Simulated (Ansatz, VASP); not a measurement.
**Two plane-wave programs on Zn**

File INCAR:

```
ALGO     = Fast           # electronic algorithm
EDIFF    = 1E-6           # SCF threshold, eV
ENCUT    = 520            # plane-wave cutoff, eV
GGA      = PE             # functional
ISIF     = 2              # what is computed and relaxed
ISMEAR   = 0              # smearing method
LASPH    = True           # aspherical terms in the spheres
LCHARG   = False          # write CHGCAR
LREAL    = False          # projectors in reciprocal space
LWAVE    = False          # write WAVECAR
NBANDS   = 12             # bands
NELM     = 100            # most SCF steps
PREC     = Accurate       # precision mode
SIGMA    = 0.15           # smearing width, eV
```

KPOINTS

```
k-points
0
Gamma
  22 22 22
```

File POSCAR:

```
Zn
1.0
   -0.2374812085      1.7426289234      1.7426289234
    1.7426289234     -0.2374812085      1.7426289234
    1.7426289234      1.7426289234     -0.2374812085
Zn
1
Direct
    0.0000000000      0.0000000000      0.0000000000
```

Input for Ansatz:

```yaml
crystal:
  lattice:
    - [-0.2374812085, 1.7426289234, 1.7426289234]
    - [1.7426289234, -0.2374812085, 1.7426289234]
    - [1.7426289234, 1.7426289234, -0.2374812085]
  atoms:
    - { symbol: Zn, position: [0.0, 0.0, 0.0] }
basis:
  ecutwfc: 520.0
kpoints:
  mp_grid: { grid: [22, 22, 22] }
hamiltonian:
  xc: pbe
scf:
  occupations: { method: gaussian, width: 0.15 }
output:
  forces: true
  stress: true
  eigenvalues: true
```

Alike in both runs: task single point; functional PBE; k mesh 22 × 22 × 22; occupations gaussian, width 0.15 eV; no spin polarisation.

|  | VASP | Ansatz |
| --- | --- | --- |
| version | VASP 6.6.1 | Ansatz 0.2.0 |
| potentials or method | VASP PAW PBE potentials, release 64 (Zn), cutoff 520 eV | scalar-relativistic, plane waves, PAW |
| valence electrons in the cell | 12 | 12 |

```tsv
	VASP	Ansatz	Ansatz less VASP
gap on the k mesh at the Fermi level (eV)	none	none	-
pressure (GPa)	24.9	24.3	-0.64
traceless stress, the component that is largest in VASP (GPa)	7.44	7.33	-0.108
```

A gap of «none» marks a metal or a gap that the smearing closes.
